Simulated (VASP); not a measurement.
# TePb (Fm-3m) in VASP: a series of runs

The runs below take TePb through single point, with PBEsol+D3(BJ).

All numbers are computed with VASP 6.6.1; they aren't measurements. Logs are shortened: lines on timing, memory, paths and dates and some standing lists are left out, and cuts for length are marked.

### Step 1. The cell of the first run

It takes space group Fm-3m (No. 225, cubic). Conventional cell: a = 6.462 Å, b = 6.462 Å, c = 6.462 Å, α = 90.00°, β = 90.00°, γ = 90.00°. Within 4.3 Å of Te (site symmetry m-3m) lie 6 Pb at 3.23 Å. Within 4.3 Å of Pb (site symmetry m-3m) lie 6 Te at 3.23 Å.

### Step 2. Single point, PBEsol+D3(BJ)

File INCAR:

```
SYSTEM = TePb
  PREC = Accurate
  ENCUT = 500
  EDIFF = 1E-6
  ISMEAR = 0
  SIGMA = 0.01
  LREAL = .FALSE.
  LASPH = .TRUE.
  NELM = 120
  ALGO = Normal
  ISIF = 2
  LWAVE = .FALSE.
  LCHARG = .FALSE.
  GGA = PS
  IVDW = 12
  NBANDS = 28
  GGA_COMPAT = .FALSE.
```

File KPOINTS:

```
Automatic mesh
0
G
  4 2 4
  0 0 0
```

File POSCAR:

```
TePb
1.0
    0.0000000000      3.2310000000      3.2310000000
    6.4620000000      0.0000000000      6.4620000000
    3.2310000000      3.2310000000      0.0000000000
Te Pb
2 2
Direct
    0.5000000000      0.2500000000      0.5000000000
    0.5000000000      0.7500000000      0.5000000000
    0.0000000000      0.0000000000      0.0000000000
    0.0000000000      0.5000000000      0.0000000000
```

Potentials or basis: VASP PAW PBE potentials, release 64 (Te, Pb_d).

Started as:

```bash
> cat potpaw_PBE.64/Te/POTCAR potpaw_PBE.64/Pb_d/POTCAR > POTCAR
> mpirun -np 1 vasp_std > vasp.out
```

OUTCAR:

```text
SYSTEM = TePb
   PREC = Accurate
   ENCUT = 500
   EDIFF = 1E-6
   ISMEAR = 0
   LREAL = .FALSE.
   LASPH = .TRUE.
   NELM = 120
   ISIF = 2
   GGA = PS
   IVDW = 12
 IVDW          = 12

 ion  position               nearest neighbor table
   1  0.500  0.250  0.500-   3 3.23   3 3.23   4 3.23   3 3.23   4 3.23   4 3.23
   2  0.500  0.750  0.500-   4 3.23   3 3.23   4 3.23   3 3.23   4 3.23   3 3.23
   3  0.000  0.000  0.000-   2 3.23   1 3.23   2 3.23   1 3.23   2 3.23   1 3.23
   4  0.000  0.500  0.000-   1 3.23   1 3.23   2 3.23   1 3.23   2 3.23   2 3.23

  LATTYP: Found a trigonal (rhomboedric) cell.
 ALAT       =     7.9143013589
 COS(alpha) =     0.8333333333

  Lattice vectors:

 A1 = (   3.2310000000,  -6.4620000000,   3.2310000000)
 A2 = (   6.4620000000,  -3.2310000000,   3.2310000000)
 A3 = (   3.2310000000,  -3.2310000000,   6.4620000000)

Analysis of symmetry for initial positions (statically):
=====================================================================
 Subroutine PRICEL returns following result:

  LATTYP: Found a face centered cubic cell.
 ALAT       =     6.4620000000

  Lattice vectors:

 A1 = (   0.0000000000,   3.2310000000,   3.2310000000)
 A2 = (   3.2310000000,   0.0000000000,   3.2310000000)
 A3 = (   3.2310000000,   3.2310000000,   0.0000000000)

   2 primitive cells build up your supercell.

 Routine SETGRP: Setting up the symmetry group for a
 trigonal (rhombohedral) supercell.

 Subroutine GETGRP returns: Found 12 space group operations
 (whereof 12 operations were pure point group operations)
 out of a pool of 12 trial point group operations.

The static configuration has the point symmetry D_3d.

Analysis of symmetry for dynamics (positions and initial velocities):
=====================================================================
 Subroutine PRICEL returns following result:

  LATTYP: Found a face centered cubic cell.
 ALAT       =     6.4620000000

  Lattice vectors:

 A1 = (   0.0000000000,   3.2310000000,   3.2310000000)
 A2 = (   3.2310000000,   0.0000000000,   3.2310000000)
 A3 = (   3.2310000000,   3.2310000000,   0.0000000000)

   2 primitive cells build up your supercell.

 Routine SETGRP: Setting up the symmetry group for a
 trigonal (rhombohedral) supercell.

 Subroutine GETGRP returns: Found 12 space group operations
 (whereof 12 operations were pure point group operations)
 out of a pool of 12 trial point group operations.

[... 100 lines left out ...]
   ENCUT  =  500.0 eV  36.75 Ry    6.06 a.u.   8.33 16.66  8.33*2*pi/ulx,y,z
   NELM   =    120;   NELMIN=  2; NELMDL= -5     # of ELM steps
   EDIFF  = 0.1E-05   stopping-criterion for ELM
   LREAL  =      F    real-space projection
   EDIFFG = 0.1E-04   stopping-criterion for IOM
   NSW    =      0    number of steps for IOM
   IBRION =     -1    ionic relax: 0-MD 1-quasi-New 2-CG
   NFREE  =      0    steps in history (QN), initial steepest desc. (CG)
   ISIF   =      2    stress and relaxation
   ISYM   =      2    0-nonsym 1-usesym 2-fastsym
   POTIM  = 0.5000    time-step for ionic-motion
   TEBEG  =    0.0;   TEEND  =   0.0 temperature during run
   PSTRESS=    0.0 pullay stress
   NELECT =      40.0000    total number of electrons
   NUPDOWN=      -1.0000    fix difference up-down
   EMIN   =  10.00;   EMAX   =-10.00  energy-range for DOS
   EFERMI =   0.00;   METHOD = LEGACY
   ISMEAR =     0;   SIGMA  =   0.01  broadening in eV -4-tet -1-fermi 0-gaus
   EFERMI_NEDOS =   21; number of points for ismear=-14 and -15
   IALGO  =     38    algorithm
   IMIX   =      4    mixing-type and parameters
     AMIX     =   0.40;   BMIX     =  1.00
     AMIX_MAG =   1.60;   BMIX_MAG =  1.00
  volume/ion in A,a.u.               =      33.73       227.62
  Fermi-wavevector in a.u.,A,eV,Ry     =   1.091619  2.062861 16.213147  1.191633
  Thomas-Fermi vector in A             =   2.227868
   LORBIT       =      0    0 simple, 1 ext, 2 COOP (PROOUT), +10 PAW based schemes
   GGA     = PS    functional components
   LHFCALC =     F    Hartree Fock is set to
   AEXX    =    0.0000 exact exchange contribution
   IVDW    =    12    specifies the selected vdW correction
   LEPSILON=     F    determine dielectric tensor
   LRPA    =     F    only Hartree local field effects (RPA)
 non-spin polarized calculation
 Gauss-broadening in eV      SIGMA  =   0.01
  energy-cutoff  :      500.00
  volume of cell :      134.92
 maximum number of plane-waves:      3448
 NGX is ok and might be reduce to    36

 number of electron      40.0000004 magnetization

 Free energy of the ion-electron system (eV)
  ---------------------------------------------------
  ext. energy  EPLUGINS =         0.00000000
  ---------------------------------------------------
  free energy    TOTEN  =       -16.50371430 eV

  energy without entropy =      -16.50371430  energy(sigma->0) =      -16.50371430

 E-fermi :   5.5112     XC(G=0):  -9.4733

 val. band max:        5.4556261496   @ k =   0.5000   0.0000   0.0000
 cond. band min:       6.1238880415   @ k =   0.5000   0.0000   0.0000
 fundamental gap:      0.6682618919
 Fermi energy:         5.5112070443

 k-point     1 :       0.0000    0.0000    0.0000
  band No.  band energies     occupation
      1     -11.1917      2.00000
      2     -11.1917      2.00000
      3     -11.1766      2.00000
      4     -11.1766      2.00000
      5     -11.1653      2.00000
      6     -11.1653      2.00000
[... 237 lines left out ...]
     27      12.2585      0.00000
     28      12.2710      0.00000

------------------------ aborting loop because EDIFF is reached ----------------------------------------

 Edisp (eV)   -1.61447

 E8    (eV) :    -1.1383

  FORCE on cell =-STRESS in cart. coord.  units (eV):
  Direction    XX          YY          ZZ          XY          YZ          ZX
  --------------------------------------------------------------------------------------
  -------------------------------------------------------------------------------------
  Total      -1.96928    -1.96928    -1.96928    -0.00009    -0.00009     0.00009
  in kB     -23.38556   -23.38556   -23.38556    -0.00111    -0.00111     0.00111
  external pressure =      -23.39 kB  Pullay stress =        0.00 kB

 VOLUME and BASIS-vectors are now :
 -----------------------------------------------------------------------------
  energy-cutoff  :      500.00
  volume of cell :      134.92
      direct lattice vectors                 reciprocal lattice vectors
     0.000000000  3.231000000  3.231000000    -0.154750851  0.154750851  0.154750851
     6.462000000  0.000000000  6.462000000     0.077375426 -0.077375426  0.077375426
     3.231000000  3.231000000  0.000000000     0.154750851  0.154750851 -0.154750851

 POSITION                                       TOTAL-FORCE (eV/Angst)
 -----------------------------------------------------------------------------------
      3.23100      3.23100      3.23100         0.000000      0.000000     -0.000000
      6.46200      3.23100      6.46200        -0.000000      0.000000      0.000000
      0.00000      0.00000      0.00000        -0.000000     -0.000000     -0.000000
      3.23100      0.00000      3.23100         0.000000     -0.000000     -0.000000
 -----------------------------------------------------------------------------------
    total drift:                               -0.000000      0.000000      0.000000

  FREE ENERGIE OF THE ION-ELECTRON SYSTEM (eV)
  ---------------------------------------------------
  free  energy   TOTEN  =       -18.1181831999 eV

  energy  without entropy=      -18.1181831999  energy(sigma->0) =      -18.11818320
```

OSZICAR:

```text
N       E                     dE             d eps       ncg     rms          rms(c)
DAV:   1     0.377890792615E+03    0.37789E+03   -0.17094E+04   448   0.136E+03
DAV:   2     0.190522903589E+02   -0.35884E+03   -0.35007E+03   456   0.369E+02
DAV:   3    -0.152090047321E+02   -0.34261E+02   -0.33814E+02   576   0.135E+02
DAV:   4    -0.166794336929E+02   -0.14704E+01   -0.14666E+01   556   0.303E+01
DAV:   5    -0.167465796057E+02   -0.67146E-01   -0.67143E-01   616   0.604E+00    0.484E+00
DAV:   6    -0.165145140881E+02    0.23207E+00   -0.48390E-01   580   0.463E+00    0.317E+00
DAV:   7    -0.165055636493E+02    0.89504E-02   -0.20579E-01   604   0.196E+00    0.995E-01
DAV:   8    -0.165034582128E+02    0.21054E-02   -0.27783E-02   548   0.124E+00    0.391E-01
DAV:   9    -0.165038118941E+02   -0.35368E-03   -0.18525E-03   532   0.323E-01    0.618E-02
DAV:  10    -0.165037049190E+02    0.10698E-03   -0.43171E-04   564   0.168E-01    0.214E-02
DAV:  11    -0.165037275376E+02   -0.22619E-04   -0.22959E-04   584   0.949E-02    0.458E-02
DAV:  12    -0.165037142158E+02    0.13322E-04   -0.58725E-05   568   0.520E-02    0.148E-02
DAV:  13    -0.165037142954E+02   -0.79612E-07   -0.55276E-06   416   0.950E-03
   1 F= -.18118183E+02 E0= -.18118183E+02  d E =-.269890E-16
```

Wall time 19 s (1 thread of Intel Xeon 6975P-C (Granite Rapids), shared host); peak memory 0.28 GiB.

What came out:

| Quantity | Value |
| --- | --- |
| Free energy | -18.1182 eV |
| Pressure | -2.3 GPa |
| Band gap on the k mesh | 0.67 eV |
| Dispersion energy per atom | -0.404 eV |

Caveat: the k points lie up to 0.42 Å⁻¹ apart; three body term missing; the PAW data sets were made with another functional, which shifts forces and pressure a little; spin-orbit coupling is left out, which moves the levels of the heavy elements. A k mesh can miss the band edges.

### Step 3. Single point, PBEsol+D3(BJ)

This run uses another cell than the first one: it holds 8 atoms, not 4.

File INCAR:

```
PREC = Accurate
ENCUT = 500
EDIFF = 1E-6
ISMEAR = 0
SIGMA = 0.01
LREAL = False
LASPH = True
NELM = 120
ALGO = Normal
ISIF = 2
LWAVE = False
LCHARG = False
GGA = PS
IVDW = 12
NBANDS = 50
GGA_COMPAT = False
```

File KPOINTS:

```
regular mesh
0
Gamma
  2 2 4
```

File POSCAR:

```
TePb
1.0
    0.0000000000      6.4620000000      6.4620000000
    6.4620000000      0.0000000000      6.4620000000
    3.2310000000      3.2310000000      0.0000000000
Te Pb
4 4
Direct
    0.2500000000      0.2500000000      0.5000000000
    0.2500000000      0.7500000000      0.5000000000
    0.7500000000      0.2500000000      0.5000000000
    0.7500000000      0.7500000000      0.5000000000
    0.0000000000      0.0000000000      0.0000000000
    0.0000000000      0.5000000000      0.0000000000
    0.5000000000      0.0000000000      0.0000000000
    0.5000000000      0.5000000000      0.0000000000
```

Potentials or basis: VASP PAW PBE potentials, release 64 (Te, Pb_d).

Started as:

```bash
> cat potpaw_PBE.64/Te/POTCAR potpaw_PBE.64/Pb_d/POTCAR > POTCAR
> mpirun -np 1 vasp_std > vasp.out
```

OUTCAR:

```text
PREC = Accurate
   ENCUT = 500
   EDIFF = 1E-6
   ISMEAR = 0
   LREAL = False
   LASPH = True
   NELM = 120
   ISIF = 2
   GGA = PS
   IVDW = 12
 IVDW          = 12

 ion  position               nearest neighbor table
   1  0.250  0.250  0.500-   5 3.23   6 3.23   7 3.23   6 3.23   7 3.23   8 3.23
   2  0.250  0.750  0.500-   5 3.23   6 3.23   8 3.23   5 3.23   7 3.23   8 3.23
   3  0.750  0.250  0.500-   5 3.23   7 3.23   8 3.23   5 3.23   6 3.23   8 3.23
[... 635 lines left out ...]
  -------------------------------------------------------------------------------------
  Total      -3.93634    -3.93634    -3.93692    -0.00030     0.00000     0.00000
  in kB     -23.37236   -23.37236   -23.37581    -0.00179     0.00000     0.00000
  external pressure =      -23.37 kB  Pullay stress =        0.00 kB

 VOLUME and BASIS-vectors are now :
 -----------------------------------------------------------------------------
  energy-cutoff  :      500.00
  volume of cell :      269.84
      direct lattice vectors                 reciprocal lattice vectors
     0.000000000  6.462000000  6.462000000    -0.077375426  0.077375426  0.077375426
     6.462000000  0.000000000  6.462000000     0.077375426 -0.077375426  0.077375426
     3.231000000  3.231000000  0.000000000     0.154750851  0.154750851 -0.154750851

 POSITION                                       TOTAL-FORCE (eV/Angst)
 -----------------------------------------------------------------------------------
      3.23100      3.23100      3.23100         0.000000     -0.000000     -0.000000
      6.46200      3.23100      6.46200         0.000000     -0.000000     -0.000000
      3.23100      6.46200      6.46200         0.000000     -0.000000     -0.000000
      6.46200      6.46200      9.69300         0.000000     -0.000000      0.000000
      0.00000      0.00000      0.00000        -0.000000      0.000000      0.000000
      3.23100      0.00000      3.23100        -0.000000      0.000000      0.000000
      0.00000      3.23100      3.23100        -0.000000     -0.000000      0.000000
      3.23100      3.23100      6.46200         0.000000      0.000000     -0.000000
 -----------------------------------------------------------------------------------
    total drift:                                0.000000      0.000000     -0.000000

  FREE ENERGIE OF THE ION-ELECTRON SYSTEM (eV)
  ---------------------------------------------------
  free  energy   TOTEN  =       -36.2363446236 eV

  energy  without entropy=      -36.2363446236  energy(sigma->0) =      -36.23634462
```

OSZICAR:

```text
N       E                     dE             d eps       ncg     rms          rms(c)
DAV:   1     0.828327529690E+03    0.82833E+03   -0.33756E+04   800   0.153E+03
DAV:   2     0.655265751207E+02   -0.76280E+03   -0.73745E+03   828   0.418E+02
DAV:   3    -0.281858880345E+02   -0.93712E+02   -0.89467E+02  1036   0.174E+02
DAV:   4    -0.332074302922E+02   -0.50215E+01   -0.49778E+01   934   0.430E+01
DAV:   5    -0.334869865107E+02   -0.27956E+00   -0.27935E+00  1094   0.939E+00    0.686E+00
DAV:   6    -0.330281422234E+02    0.45884E+00   -0.77921E-01  1094   0.482E+00    0.462E+00
DAV:   7    -0.330124768088E+02    0.15665E-01   -0.40836E-01  1082   0.243E+00    0.128E+00
DAV:   8    -0.330067511827E+02    0.57256E-02   -0.54192E-02   986   0.144E+00    0.703E-01
DAV:   9    -0.330079140398E+02   -0.11629E-02   -0.40248E-03  1006   0.366E-01    0.162E-01
DAV:  10    -0.330074049874E+02    0.50905E-03   -0.78159E-04  1064   0.209E-01    0.531E-02
DAV:  11    -0.330074287887E+02   -0.23801E-04   -0.64420E-04  1030   0.126E-01    0.655E-02
DAV:  12    -0.330074084975E+02    0.20291E-04   -0.74685E-05   968   0.471E-02    0.305E-02
DAV:  13    -0.330074066119E+02    0.18855E-05   -0.99927E-06   808   0.154E-02    0.101E-02
DAV:  14    -0.330074068147E+02   -0.20275E-06   -0.88807E-07   534   0.702E-03
   1 F= -.36236345E+02 E0= -.36236345E+02  d E =-.351407E-39
```

stdout:

```text
POSCAR found type information on POSCAR TePb
 POSCAR found :  2 types and       8 ions
 scaLAPACK will be used
 -----------------------------------------------------------------------------
|                                                                             |
|                                                                             |
|     You enforced a specific xc type in the INCAR file but a different       |
|     I HOPE YOU KNOW WHAT YOU ARE DOING!                                     |
|                                                                             |
 -----------------------------------------------------------------------------

 LDA part: xc-table for (Slater+PW92), standard interpolation
 POSCAR, INCAR and KPOINTS ok, starting setup
 FFT: planning ... GRIDC
 FFT: planning ... GRID_SOFT
 FFT: planning ... GRID
 WAVECAR not read
 entering main loop
```

Wall time 72 s (1 thread of Intel Xeon 6975P-C (Granite Rapids), shared host); peak memory 0.45 GiB.

Results:

```yaml
Free_energy: -36.2363 eV
Pressure: -2.3 GPa
Band_gap_on_the_k_mesh: 0.67 eV
Dispersion_energy_per_atom: -0.404 eV
```

Levels at points of the mesh, in eV from the valence-band top:
```tsv
k point	band 37	band 38	band 39	band 40	band 41	band 42	band 43	band 44
(0.00, 0.00, 0.00)	-0.87	-0.87	0.00	0.00	0.67	0.67	1.25	1.25
(0.50, 0.00, 0.00)	-1.17	-1.17	-0.65	-0.65	2.07	2.07	2.43	2.43
(0.50, 0.50, 0.00)	-1.07	-1.07	-0.63	-0.63	1.65	1.65	1.77	1.77
(0.00, 0.00, 0.50)	-0.87	-0.87	0.00	0.00	0.67	0.67	1.25	1.25
(0.50, 0.00, 0.50)	-1.89	-1.89	-1.89	-1.89	3.15	3.15	3.15	3.15
(0.50, 0.50, 0.50)	-0.63	-0.63	-0.34	-0.34	1.64	1.64	1.65	1.65
```

Caveat: the k points lie up to 0.42 Å⁻¹ apart; three body term missing; the PAW data sets were made with another functional, which shifts forces and pressure a little; spin-orbit coupling is left out, which moves the levels of the heavy elements. A k mesh can miss the band edges.
